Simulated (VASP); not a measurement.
# Ti4C (P6/mmm) in VASP: notebook, part 2 of 2

VASP 6.6.1. The steps go on from the part before.

## Step 4: Relaxation of cell and atoms, PBE

This run uses another cell than the first one, of 16.76 Å³/atom.

File INCAR:

```
  ALGO = Normal
  EDIFF = 1E-6
  EDIFFG = -0.04
  ENCUT = 600
  GGA = PE
  IBRION = 2
  ISIF = 3
  ISMEAR = 0
  LASPH = True
  LCHARG = False
  LREAL = False
  LWAVE = False
  NELM = 60
  NSW = 90
  PREC = Accurate
  SIGMA = 0.1
```

File KPOINTS:

```
k-points
0
Gamma
  6 6 4
```

File POSCAR:

```
Ti4C
1.0
    4.0190454900      0.0000000000      0.0000000000
   -2.0095227500      3.4805955000      0.0000000000
    0.0000000000      0.0000000000      5.9914861500
Ti C
4 1
Direct
    0.5000000000      0.0000000000      0.5000000000
    0.0000000000      0.5000000000      0.5000000000
    0.5000000000      0.5000000000      0.5000000000
    0.0000000000      0.0000000000      0.0000000000
    0.0000000000      0.0000000000      0.5000000000
```

Potentials or basis: VASP PAW PBE potentials, release 64 (Ti_sv, C).

The run is started by

```sh
$ cat potpaw_PBE.64/Ti_sv/POTCAR potpaw_PBE.64/C/POTCAR > POTCAR
$ mpirun -np 1 vasp_std > vasp.out
```

OUTCAR:

```text
EDIFF = 1E-6
   EDIFFG = -0.04
   ENCUT = 600
   GGA = PE
   IBRION = 2
   ISIF = 3
   ISMEAR = 0
   LASPH = True
   LREAL = False
   NELM = 60
   NSW = 90
   PREC = Accurate

 ion  position               nearest neighbor table
   1  0.500  0.000  0.500-   5 2.01   5 2.01   2 2.01   2 2.01   3 2.01   3 2.01
   2  0.000  0.500  0.500-   3 2.01   3 2.01   1 2.01   1 2.01   5 2.01   5 2.01
   3  0.500  0.500  0.500-   2 2.01   2 2.01   5 2.01   5 2.01   1 2.01   1 2.01
   4  0.000  0.000  0.000-
   5  0.000  0.000  0.500-   1 2.01   1 2.01   3 2.01   3 2.01   2 2.01   2 2.01

  LATTYP: Found a hexagonal cell.
 ALAT       =     4.0190454900
 C/A-ratio  =     1.4907734100

  Lattice vectors:

 A1 = (   4.0190454900,   0.0000000000,   0.0000000000)
 A2 = (  -2.0095227500,   3.4805955000,   0.0000000000)
[... 187 lines left out ...]
  Total       42.4031340     42.4031342    -13.4445003     -0.0000001      0.0000000      0.0000000
  in kB      810.5830215    810.5830246   -257.0065613     -0.0000012      0.0000000      0.0000000
  external PRESSURE =     454.7198283 kB  Pullay stress =       0.0000000 kB
[... 2264 lines left out ...]
     30      14.2036      0.00000
     31      14.6966      0.00000

[... ionic steps 4 to 12 ...]

--------------------------------------- Ionic step       13  -------------------------------------------

 number of electron      51.9999969 magnetization

------------------------ aborting loop because EDIFF is reached ----------------------------------------
[... 73 lines left out ...]
--------------------------------------- Ionic step       15  -------------------------------------------

 number of electron      51.9999985 magnetization

 Free energy of the ion-electron system (eV)
  ---------------------------------------------------
  ext. energy  EPLUGINS =         0.00000000
  ---------------------------------------------------
  free energy    TOTEN  =       -38.28679338 eV

  energy without entropy =      -38.24856382  energy(sigma->0) =      -38.26767860

 E-fermi :   7.0703     XC(G=0): -10.9776

 val. band max:        7.0647969381   @ k =   0.3333   0.0000   0.2500
 cond. band min:       7.1018338705   @ k =   0.5000   0.0000   0.2500
 fundamental gap:      0.0370369324
 Fermi energy:         7.0702989406
[... 744 lines left out ...]
  FREE ENERGIE OF THE ION-ELECTRON SYSTEM (eV)
  ---------------------------------------------------
  free  energy   TOTEN  =       -38.2867933783 eV

  energy  without entropy=      -38.2485638178  energy(sigma->0) =      -38.26767860

 reached required accuracy - stopping structural energy minimisation
```

OSZICAR:

```text
N       E                     dE             d eps       ncg     rms          rms(c)
DAV:   1     0.770200668389E+03    0.77020E+03   -0.30170E+04  1302   0.225E+03
DAV:   2     0.566253205465E+02   -0.71358E+03   -0.70136E+03  1302   0.648E+02
DAV:   3    -0.374302892217E+02   -0.94056E+02   -0.91970E+02  2094   0.210E+02
[... 278 lines left out ...]
DAV:   7    -0.382862974949E+02   -0.34258E-02   -0.60277E-03  2063   0.336E-01    0.479E-02
DAV:   8    -0.382867146106E+02   -0.41712E-03   -0.97565E-04  2060   0.142E-01    0.337E-02
DAV:   9    -0.382867899731E+02   -0.75363E-04   -0.25805E-04  1829   0.828E-02    0.123E-02
DAV:  10    -0.382867926834E+02   -0.27103E-05   -0.34559E-05  1863   0.387E-02    0.401E-03
DAV:  11    -0.382867933783E+02   -0.69491E-06   -0.45608E-06  1367   0.131E-02
  15 F= -.38286793E+02 E0= -.38267679E+02  d E =-.408153E-01
```

Wall time 9.3 min (1 thread of Intel Xeon 6975P-C (Granite Rapids), shared host); peak memory 0.24 GiB.

What came out:

| Quantity | Value |
| --- | --- |
| Free energy | -38.2868 eV |
| Relaxed volume | 16.53 Å³/atom |
| Relaxed cell | a = 4.936 Å, b = 4.936 Å, c = 3.915 Å, α = 90.00°, β = 90.00°, γ = 120.00° |
| Space group after relaxing (to 0.1 Å) | P6/mmm (No. 191) |
| Pressure after relaxing | 0.1 GPa |
| Band gap on the k mesh | zero (bands 26 and 27 overlap by 0.92 eV) |

Final structure:
```yaml
crystal:
  lattice:
    - [4.93641, 0.00000, 0.00000]
    - [-2.46820, 4.27505, 0.00000]
    - [0.00000, 0.00000, 3.91534]
  atoms:
    - { symbol: Ti, position: [0.50000, 0.00000, 0.50000] }
    - { symbol: Ti, position: [0.00000, 0.50000, 0.50000] }
    - { symbol: Ti, position: [0.50000, 0.50000, 0.50000] }
    - { symbol: Ti, position: [0.00000, 0.00000, 0.00000] }
    - { symbol: C, position: [0.00000, 0.00000, 0.50000] }
```

Caveat: a cell axis changed by over 15 % at a fixed basis, so the end point is rough.

## Step 5: Single point, PBE

This run uses another cell than the first one, of 16.56 Å³/atom.

File INCAR:

```
SYSTEM = Ti4C
PREC     = Accurate       ! precision mode
ENCUT    = 520            ! plane-wave cutoff, eV
EDIFF    = 1E-7           ! SCF threshold, eV
ISMEAR   = 0              ! smearing method
SIGMA    = 0.1            ! smearing width, eV
LREAL    = .False.        ! projectors in reciprocal space
LASPH    = .True.         ! aspherical terms in the spheres
NELM     = 80             ! most SCF steps
ALGO     = Normal         ! electronic algorithm
ISIF     = 2              ! what is computed and relaxed
LWAVE    = .False.        ! write WAVECAR
LCHARG   = .False.        ! write CHGCAR
GGA      = PE             ! functional
NBANDS   = 34             ! bands
```

File KPOINTS:

```
Automatic mesh
0
Gamma
  12 12 10
  0 0 0
```

Changes to POSCAR since step 4:

```diff
@@ -2,5 +2,5 @@
 1.0
-    4.0190454900      0.0000000000      0.0000000000
-   -2.0095227500      3.4805955000      0.0000000000
-    0.0000000000      0.0000000000      5.9914861500
+    4.9393089147      0.0000000000      0.0000000000
+   -2.4696544574      4.2775669973      0.0000000000
+    0.0000000000      0.0000000000      3.9190602456
 Ti C
```

The run is started by

```sh
$ cat potpaw_PBE.64/Ti_sv/POTCAR potpaw_PBE.64/C/POTCAR > POTCAR
$ mpirun -np 1 vasp_std > vasp.out
```

It took 3.3 min on 1 thread of Intel Xeon 6975P-C (Granite Rapids), shared host; peak memory 0.38 GiB.

The run converged. Its results:

```
Free energy            : -38.2936 eV
Pressure               : 0.0 GPa
Band gap on the k mesh : zero (bands 26 and 27 overlap by 0.99 eV)
```

Levels at points of the mesh, in eV from the Fermi level:
```tsv
k point	band 24	band 25	band 26	band 27	band 28	band 29
(0.00, 0.00, 0.00)	-1.00	-0.87	-0.87	-0.25	0.24	0.24
(0.50, 0.00, 0.00)	-0.23	-0.12	0.25	0.32	0.40	0.63
(0.00, 0.00, 0.50)	-1.08	-1.08	-0.65	-0.65	0.58	0.58
(0.50, 0.00, 0.50)	-0.87	0.16	0.17	0.25	0.90	1.11
```

## Step 6: Single point, PBE, collinear spin

File INCAR:

```
ALGO = Normal
EDIFF = 1E-6
ENCUT = 520
GGA = PE
ISIF = 2
ISMEAR = 0
ISPIN = 2
LASPH = T
LCHARG = F
LMAXMIX = 4
LORBIT = 11
LREAL = F
LWAVE = F
MAGMOM = 1 1 1 1 0
NBANDS = 38
NELM = 150
PREC = Accurate
SIGMA = 0.1
```

File KPOINTS:

```
k-points
0
Gamma
  6 6 4
```

Changes to POSCAR since step 5:

```diff
@@ -2,5 +2,5 @@
 1.0
-    4.9393089147      0.0000000000      0.0000000000
-   -2.4696544574      4.2775669973      0.0000000000
-    0.0000000000      0.0000000000      3.9190602456
+    4.9541689658      0.0000000000      0.0000000000
+   -2.4770844829      4.2904361790      0.0000000000
+    0.0000000000      0.0000000000      3.9086376132
 Ti C
```

Potentials or basis: VASP PAW PBE potentials, release 64 (Ti_sv, C).

The run is started by

```sh
$ cat potpaw_PBE.64/Ti_sv/POTCAR potpaw_PBE.64/C/POTCAR > POTCAR
$ mpirun -np 1 vasp_std > vasp.out
```

Run time: 1.8 min. Hardware: 1 thread of Intel Xeon 6975P-C (Granite Rapids), shared host; peak memory 0.3 GiB.

It converged, with:

| Item | Value |
| --- | --- |
| Free energy | -38.3183 eV |
| Pressure | -0.2 GPa |
| Band gap on the k mesh | zero (filled and empty bands overlap) |
| Net moment | 0.01 μB per cell |
| Valence electrons inside the program's atomic spheres | Ti 10.44, 10.36 (each value once); C 2.37 |

Levels at points of the mesh, in eV from the Fermi level:
Spin up:
```csv
k point,band 23,band 24,band 25,band 26,band 27,band 28,band 29,band 30
"(0.00, 0.00, 0.00)",-1.49,-0.92,-0.82,-0.82,-0.21,0.29,0.29,1.33
"(0.50, 0.00, 0.00)",-0.79,-0.18,-0.05,0.29,0.37,0.45,0.65,0.98
"(0.00, 0.00, 0.50)",-1.76,-1.01,-1.01,-0.62,-0.62,0.63,0.63,1.61
"(0.50, 0.00, 0.50)",-1.25,-0.87,0.18,0.20,0.31,0.96,1.16,1.50
```
Spin down:
| k point | band 22 | band 23 | band 24 | band 25 | band 26 | band 27 | band 28 | band 29 | band 30 | band 31 |
| --- | --- | --- | --- | --- | --- | --- | --- | --- | --- | --- |
| (0.00, 0.00, 0.00) | -1.48 | -1.48 | -0.92 | -0.82 | -0.82 | -0.21 | 0.29 | 0.29 | 1.34 | 2.70 |
| (0.50, 0.00, 0.00) | -1.26 | -0.79 | -0.18 | -0.05 | 0.29 | 0.37 | 0.45 | 0.65 | 0.98 | 1.24 |
| (0.00, 0.00, 0.50) | -1.88 | -1.76 | -1.01 | -1.01 | -0.62 | -0.62 | 0.63 | 0.63 | 1.61 | 3.04 |
| (0.50, 0.00, 0.50) | -1.35 | -1.25 | -0.87 | 0.18 | 0.20 | 0.31 | 0.96 | 1.17 | 1.50 | 1.71 |

Caveat: the k points lie up to 0.40 Å⁻¹ apart, too coarse for converged energies and pressures of a metal.

## Step 7: Summary

```csv
task,spin,cell,k mesh,cutoff (eV),gap on the mesh (eV),pressure (GPa)
single point,off,"a = 4.954, b = 4.954, c = 3.909 Å, angles 90.0, 90.0, 120.0°, 5 atoms",6 × 6 × 4,520,none,-0.2
single point,off,"a = 4.019, b = 4.019, c = 5.991 Å, angles 90.0, 90.0, 120.0°, 5 atoms",6 × 6 × 4,520,none,45.5
relaxation of cell and atoms,off,"relaxed from a = 4.019, b = 4.019, c = 5.991 Å, angles 90.0, 90.0, 120.0°, 5 atoms",6 × 6 × 4,600,none,0.1
single point,off,"a = 4.939, b = 4.939, c = 3.919 Å, angles 90.0, 90.0, 120.0°, 5 atoms",12 × 12 × 10,520,none,0.0
single point,collinear,"a = 4.954, b = 4.954, c = 3.909 Å, angles 90.0, 90.0, 120.0°, 5 atoms",6 × 6 × 4,520,none,-0.2
```

Alike in all rows: level PBE; potentials or basis VASP PAW PBE potentials, release 64 (Ti_sv, C); smearing gaussian 0.1 eV.

Caveats: some runs use coarse meshes; atoms lie so close that the PAW spheres overlap strongly, which falsifies energies and pressures (at least some runs); the cell stands under pressure (at least some runs); a cell axis changed by over 15 % at a fixed basis, so the end point is rough (at least some runs).

Total energies depend on the potentials used, so only differences within one code and one set of settings carry meaning.
